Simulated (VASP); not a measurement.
# Au (P6_3/mmc) in VASP: a series of runs, part 2 of 3

VASP 6.6.1. The steps go on from the part before.

### Step 3. Single point, PBEsol

This run uses another cell than the first one, of the same volume but with other edges.

INCAR reads:

```
SYSTEM = Au
ALGO = Fast
EDIFF = 1E-6
ENCUT = 520
GGA = PS
ISIF = 2
ISMEAR = 0
LASPH = .TRUE.
LCHARG = .TRUE.
LELF = .TRUE.
LREAL = .FALSE.
LVHAR = .TRUE.
LWAVE = .FALSE.
NBANDS = 18
NELM = 100
PREC = Accurate
SIGMA = 0.15
```

KPOINTS reads:

```
k-points
0
G
  24 24 12
  0 0 0
```

POSCAR reads:

```
Au
1.0
    2.6571534921      0.0000000000      0.0000000000
   -1.3285767460      2.3011624259      0.0000000000
    0.0000000000      0.0000000000      5.8127555150
Au
2
Direct
    0.3333333333      0.6666666667      0.7500000000
    0.6666666667      0.3333333333      0.2500000000
```

Potentials or basis: VASP PAW PBE potentials, release 64 (Au).

On the command line:

```bash
cat potpaw_PBE.64/Au/POTCAR > POTCAR
mpirun -np 1 vasp_std > vasp.out
```

Wall time 5.1 min (1 thread of Intel Xeon 8259CL, shared host); peak memory 0.33 GiB.

The run converged. Its results:

* Free energy: -7.3693 eV
* Pressure: 10.6 GPa
* Band gap on the k mesh: zero (bands 11 and 12 overlap by 7.68 eV)

Stress tensor (GPa, compression positive):
```
18.21  0.00  0.00
 0.00 18.21  0.00
 0.00  0.00 -4.63
```

Levels at points of the mesh, in eV from the Fermi level:
```
           k point  band 7  band 8  band 9  band 10  band 11  band 12  band 13  band 14  band 15  band 16
(0.00, 0.00, 0.00)   -4.60   -2.23   -2.23    -2.03    -1.87    -1.87    -0.29    10.06    16.13    17.00
(0.50, 0.00, 0.00)   -2.77   -2.29   -0.84    -0.81     0.95     2.35     5.49     6.45     7.06    10.10
(0.00, 0.00, 0.50)   -4.64   -4.64   -2.05    -2.05    -2.05    -2.05     5.36     5.36    16.42    16.42
(0.50, 0.00, 0.50)   -2.54   -2.54   -0.83    -0.83     0.96     0.96     5.27     5.27    10.18    10.18
```

Caveat: the cell stands under pressure; the PAW data sets were made with another functional, which shifts forces and pressure a little; spin-orbit coupling is left out, which moves the levels of the heavy elements.

### Step 4. Single point, PBEsol

This run uses another cell than the first one, of the same volume but with other edges.

INCAR reads:

```
PREC = Accurate
ENCUT = 520
EDIFF = 1E-6
ISMEAR = 0
SIGMA = 0.15
LREAL = False
LASPH = True
NELM = 80
ALGO = Fast
ISIF = 2
LWAVE = False
LCHARG = False
GGA = PS
NBANDS = 18
```

KPOINTS reads:

```
regular mesh
0
Gamma
  24 24 12
```

POSCAR reads:

```
Au
1.0
    3.0614331787      0.0000000000      0.0000000000
   -1.5307165893      2.6512789047      0.0000000000
    0.0000000000      0.0000000000      4.3789075123
Au
2
Direct
    0.3333333333      0.6666666667      0.7500000000
    0.6666666667      0.3333333333      0.2500000000
```

Potentials or basis: VASP PAW PBE potentials, release 64 (Au).

On the command line:

```bash
cat potpaw_PBE.64/Au/POTCAR > POTCAR
mpirun -np 1 vasp_std > vasp.out
```

OUTCAR:

```text
PREC = Accurate
   ENCUT = 520
   EDIFF = 1E-6
   ISMEAR = 0
   LREAL = False
   LASPH = True
   NELM = 80
   ISIF = 2
   GGA = PS

 ion  position               nearest neighbor table
   1  0.333  0.667  0.750-   2 2.81   2 2.81   2 2.81   2 2.81   2 2.81   2 2.81
   2  0.667  0.333  0.250-   1 2.81   1 2.81   1 2.81   1 2.81   1 2.81   1 2.81

  LATTYP: Found a hexagonal cell.
 ALAT       =     3.0614331787
 C/A-ratio  =     1.4303456116

  Lattice vectors:

 A1 = (   3.0614331787,   0.0000000000,   0.0000000000)
 A2 = (  -1.5307165893,   2.6512789047,   0.0000000000)
 A3 = (   0.0000000000,   0.0000000000,   4.3789075123)

Analysis of symmetry for initial positions (statically):
=====================================================================
 Subroutine PRICEL returns:
 Original cell was already a primitive cell.

 Routine SETGRP: Setting up the symmetry group for a
 hexagonal supercell.

 Subroutine GETGRP returns: Found 24 space group operations
 (whereof 12 operations were pure point group operations)
 out of a pool of 24 trial point group operations.

The static configuration has the point symmetry D_3d.
 The point group associated with its full space group is D_6h.

Analysis of symmetry for dynamics (positions and initial velocities):
=====================================================================
 Subroutine PRICEL returns:
 Original cell was already a primitive cell.

 Routine SETGRP: Setting up the symmetry group for a
 hexagonal supercell.

 Subroutine GETGRP returns: Found 24 space group operations
 (whereof 12 operations were pure point group operations)
 out of a pool of 24 trial point group operations.

The dynamic configuration has the point symmetry D_3d.
 The point group associated with its full space group is D_6h.

 Subroutine INISYM returns: Found 24 space group operations
 (whereof 12 operations are pure point group operations),
 and found     1 'primitive' translations

----------------------------------------------------------------------------------------

                                     Primitive cell

  volume of cell :      35.5423

  direct lattice vectors                    reciprocal lattice vectors
     3.061433179  0.000000000  0.000000000     0.326644399  0.188588232  0.000000000
    -1.530716589  2.651278905  0.000000000     0.000000000  0.377176463  0.000000000
     0.000000000  0.000000000  4.378907512     0.000000000  0.000000000  0.228367463

  length of vectors
     3.061433179  3.061433179  4.378907512     0.377176463  0.377176463  0.228367463

  position of ions in fractional coordinates (direct lattice)
     0.333333333  0.666666667  0.750000000
     0.666666667  0.333333333  0.250000000

  ion indices of the primitive-cell ions
   primitive index   ion index
                 1           1
                 2           2

----------------------------------------------------------------------------------------

 KPOINTS: regular mesh

Automatic generation of k-mesh.
 Grid dimensions read from file:
 generate k-points for:   24   24   12

 Generating k-lattice:

  Cartesian coordinates                     Fractional coordinates (reciprocal lattice)
     0.013610183  0.007857843  0.000000000     0.041666667 -0.000000000  0.000000000
     0.000000000  0.015715686  0.000000000     0.000000000  0.041666667  0.000000000
     0.000000000  0.000000000  0.019030622     0.000000000  0.000000000  0.083333333

  Length of vectors
     0.015715686  0.015715686  0.019030622

  Shift w.r.t. Gamma in fractional coordinates (k-lattice)
     0.000000000  0.000000000  0.000000000

 Subroutine IBZKPT returns following result:
 ===========================================

 Found    427 irreducible k-points:

 Following reciprocal coordinates:
            Coordinates               Weight
  0.000000  0.000000  0.000000      1.000000
  0.041667  0.000000  0.000000      6.000000
  0.083333  0.000000  0.000000      6.000000
  0.125000 -0.000000  0.000000      6.000000
  0.166667 -0.000000  0.000000      6.000000
  0.208333  0.000000  0.000000      6.000000
[... 16 lines left out ...]
  0.416667  0.041667  0.000000     12.000000
  0.458333  0.041667  0.000000     12.000000
 [... further k-points ...]
   k-points           NKPTS =    427   k-points in BZ     NKDIM =    427   number of bands    NBANDS=     18
   number of dos      NEDOS =    301   number of ions     NIONS =      2
   total plane-waves  NPLWV =  20736
   dimension x,y,z NGX =    24 NGY =   24 NGZ =   36
   dimension x,y,z NGXF=    48 NGYF=   48 NGZF=   72
   ions per type =               2
   NGX,Y,Z   is equivalent  to a cutoff of  13.03, 13.03, 13.67 a.u.
   NGXF,Y,Z  is equivalent  to a cutoff of  26.07, 26.07, 27.33 a.u.
 SYSTEM =  unknown system
   PREC   = accura    normal or accurate (medium, high low for compatibility)
   ISTART =      0    job   : 0-new  1-cont  2-samecut
   ICHARG =      2    charge: 1-file 2-atom 10-const
   ISPIN  =      1    spin polarized calculation?
   LNONCOLLINEAR =      F non collinear calculations
   LSORBIT =      F    spin-orbit coupling
   LASPH  =      T    aspherical Exc in radial PAW
   ENCUT  =  520.0 eV  38.22 Ry    6.18 a.u.   5.69  5.69  8.14*2*pi/ulx,y,z
   NELM   =     80;   NELMIN=  2; NELMDL= -5     # of ELM steps
   EDIFF  = 0.1E-05   stopping-criterion for ELM
   LREAL  =      F    real-space projection
   EDIFFG = 0.1E-04   stopping-criterion for IOM
   NSW    =      0    number of steps for IOM
   IBRION =     -1    ionic relax: 0-MD 1-quasi-New 2-CG
   NFREE  =      0    steps in history (QN), initial steepest desc. (CG)
   ISIF   =      2    stress and relaxation
   ISYM   =      2    0-nonsym 1-usesym 2-fastsym
   POTIM  = 0.5000    time-step for ionic-motion
   TEBEG  =    0.0;   TEEND  =   0.0 temperature during run
   PSTRESS=    0.0 pullay stress
   NELECT =      22.0000    total number of electrons
   NUPDOWN=      -1.0000    fix difference up-down
   EMIN   =  10.00;   EMAX   =-10.00  energy-range for DOS
   EFERMI =   0.00;   METHOD = LEGACY
   ISMEAR =     0;   SIGMA  =   0.15  broadening in eV -4-tet -1-fermi 0-gaus
   EFERMI_NEDOS =   21; number of points for ismear=-14 and -15
   IALGO  =     68    algorithm
   IMIX   =      4    mixing-type and parameters
     AMIX     =   0.40;   BMIX     =  1.00
     AMIX_MAG =   1.60;   BMIX_MAG =  1.00
  volume/ion in A,a.u.               =      17.77       119.93
  Fermi-wavevector in a.u.,A,eV,Ry     =   1.395191  2.636529 26.484537  1.946559
  Thomas-Fermi vector in A             =   2.518667
   LORBIT       =      0    0 simple, 1 ext, 2 COOP (PROOUT), +10 PAW based schemes
   GGA     = PS    functional components
   LHFCALC =     F    Hartree Fock is set to
   AEXX    =    0.0000 exact exchange contribution
   IVDW    =     0    specifies the selected vdW correction
   LEPSILON=     F    determine dielectric tensor
   LRPA    =     F    only Hartree local field effects (RPA)
 non-spin polarized calculation
 RMM-DIIS sequential band-by-band and
 Gauss-broadening in eV      SIGMA  =   0.15
  energy-cutoff  :      520.00
  volume of cell :       35.54
 maximum number of plane-waves:       978
 NGX is ok and might be reduce to    24

 number of electron      21.9999996 magnetization

 Free energy of the ion-electron system (eV)
  ---------------------------------------------------
  ext. energy  EPLUGINS =         0.00000000
  ---------------------------------------------------
  free energy    TOTEN  =        -7.68134544 eV

  energy without entropy =       -7.67447355  energy(sigma->0) =       -7.67790950

 E-fermi :   8.5023     XC(G=0): -12.6217

 val. band max:        8.4905296026   @ k =   0.2083   0.0833   0.3333
 cond. band min:       8.5221474395   @ k =   0.3750   0.0833   0.5000
 fundamental gap:      0.0316178369
 Fermi energy:         8.5023052047

 k-point     1 :       0.0000    0.0000    0.0000
  band No.  band energies     occupation
      1      -0.9036      2.00000
      2       1.8492      2.00000
      3       4.2223      2.00000
      4       4.2223      2.00000
      5       4.4119      2.00000
      6       4.4119      2.00000
[... 10 lines left out ...]
     17      25.3320      0.00000
     18      26.4200      0.00000
[... 463 lines left out ...]
 k-point    24 :       0.4583    0.0417    0.0000
  band No.  band energies     occupation
      1       2.0388      2.00000
      2       2.1920      2.00000
      3       2.5932      2.00000
      4       3.5182      2.00000
      5       4.6334      2.00000
      6       4.8426      2.00000
[... 10 lines left out ...]
     17      20.9852      0.00000
     18      23.1519      0.00000

 [... further k-points ...]
[... 5 lines left out ...]
  --------------------------------------------------------------------------------------
  -------------------------------------------------------------------------------------
  Total       -1.4511812     -1.4511812      0.6294262     -0.0000000      0.0000000      0.0000000
  in kB      -65.4163400    -65.4163400     28.3732718     -0.0000000      0.0000000      0.0000000
  external PRESSURE =     -34.1531361 kB  Pullay stress =       0.0000000 kB

 VOLUME and BASIS-vectors are now :
 -----------------------------------------------------------------------------
  energy-cutoff  :      520.00
  volume of cell :       35.54
      direct lattice vectors                 reciprocal lattice vectors
     3.061433179  0.000000000  0.000000000     0.326644399  0.188588232  0.000000000
    -1.530716589  2.651278905  0.000000000     0.000000000  0.377176463  0.000000000
     0.000000000  0.000000000  4.378907512     0.000000000  0.000000000  0.228367463

 POSITION                                       TOTAL-FORCE (eV/Angst)
 -----------------------------------------------------------------------------------
     -0.00000      1.76752      3.28418         0.000000      0.000000      0.000000
      1.53072      0.88376      1.09473        -0.000000      0.000000      0.000000
 -----------------------------------------------------------------------------------
    total drift:                               -0.000000      0.000000     -0.000000

  FREE ENERGIE OF THE ION-ELECTRON SYSTEM (eV)
  ---------------------------------------------------
  free  energy   TOTEN  =        -7.6813454429 eV

  energy  without entropy=       -7.6744735508  energy(sigma->0) =       -7.67790950
```

OSZICAR:

```text
N       E                     dE             d eps       ncg     rms          rms(c)
DAV:   1     0.121540963528E+03    0.12154E+03   -0.11618E+04 15372   0.118E+03
DAV:   2    -0.623974735280E+01   -0.12778E+03   -0.12226E+03 16336   0.260E+02
DAV:   3    -0.832841835229E+01   -0.20887E+01   -0.20756E+01 18248   0.333E+01
DAV:   4    -0.833755205273E+01   -0.91337E-02   -0.91327E-02 17142   0.232E+00
DAV:   5    -0.833763505966E+01   -0.83007E-04   -0.83006E-04 17234   0.236E-01    0.124E+01
RMM:   6    -0.772393761099E+01    0.61370E+00   -0.11055E+00 15383   0.778E+00    0.776E+00
RMM:   7    -0.768669751587E+01    0.37240E-01   -0.12746E-01 15832   0.280E+00    0.358E+00
RMM:   8    -0.768148116031E+01    0.52164E-02   -0.14964E-02 16154   0.944E-01    0.553E-01
RMM:   9    -0.768134084528E+01    0.14032E-03   -0.12728E-03 17030   0.269E-01    0.152E-01
RMM:  10    -0.768135032035E+01   -0.94751E-05   -0.17702E-04 17183   0.893E-02    0.128E-01
RMM:  11    -0.768134523542E+01    0.50849E-05   -0.31204E-05 17041   0.393E-02    0.158E-02
RMM:  12    -0.768134544295E+01   -0.20753E-06   -0.44027E-06 14122   0.137E-02
   1 F= -.76813454E+01 E0= -.76779095E+01  d E =-.687189E-02
```

stdout:

```text
POSCAR found type information on POSCAR Au
 POSCAR found :  1 types and       2 ions
 scaLAPACK will be used
 -----------------------------------------------------------------------------
|                                                                             |
|                                                                             |
|     You enforced a specific xc type in the INCAR file but a different       |
|     I HOPE YOU KNOW WHAT YOU ARE DOING!                                     |
|                                                                             |
 -----------------------------------------------------------------------------

 LDA part: xc-table for (Slater+PW92), standard interpolation
 POSCAR, INCAR and KPOINTS ok, starting setup
 FFT: planning ... GRIDC
 FFT: planning ... GRID_SOFT
 FFT: planning ... GRID
 WAVECAR not read
 entering main loop
```

Run time: 1.9 min. Hardware: 1 thread of AMD EPYC 9R45 (Zen 5), shared host; peak memory 0.3 GiB.

Results:

* Free energy: -7.6813 eV
* Pressure: -3.4 GPa
* Band gap on the k mesh: zero (bands 11 and 12 overlap by 6.18 eV)

Levels at points of the mesh, in eV from the Fermi level:
```
           k point  band 9  band 10  band 11  band 12  band 13  band 14
(0.00, 0.00, 0.00)   -3.61    -1.99    -1.99     0.36     4.67    13.76
(0.50, 0.00, 0.00)   -1.92    -1.40    -0.17     0.66     7.04     8.19
(0.00, 0.00, 0.50)   -2.35    -2.35    -2.35    -2.35    13.47    13.47
(0.50, 0.00, 0.50)   -2.04    -2.04     0.35     0.35     3.66     3.66
```

Caveat: the cell stands under tension; the PAW data sets were made with another functional, which shifts forces and pressure a little; spin-orbit coupling is left out, which moves the levels of the heavy elements.

(Part 2 of 3 ends here.)
